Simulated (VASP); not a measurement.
# Ge: density of states with LDA

The system is Ge.

```
Ge
1.0
     0.00000    2.81077    2.81077
     2.81077    0.00000    2.81077
     2.81077    2.81077    0.00000
Ge
2
Direct
  0.00000 0.00000 0.00000
  0.25000 0.25000 0.25000
```

```json
{"Program": "VASP 6.6.1", "Task": "density of states", "Functional": "LDA", "Potentials or basis": "VASP PAW LDA potentials, release 64 (Ge_d)", "Cutoff": "410 eV", "k mesh": "14 × 14 × 14", "Occupations": "gaussian, width 0.1 eV", "Spin": "no spin polarisation", "Dipole correction": "no", "k mesh for the DOS": "21 × 21 × 21", "Occupations for the DOS": "tetrahedron", "Further INCAR settings": "ALGO = Normal; EDIFF = 1e-06"}
```

```json
{
  "Valence electrons inside the program's atomic spheres": "Ge 12.45"
}
```

Levels at points of the mesh, in eV from the valence-band top:
```tsv
k point	band 11	band 12	band 13	band 14	band 15	band 16	band 17	band 18
(0.00, 0.00, 0.00)	-12.95	0.00	0.00	0.00	0.03	2.54	2.54	2.54
```

Wall time 4.6 min on 1 thread of Intel Xeon 8259CL (shared host), peak memory 0.24 GiB.
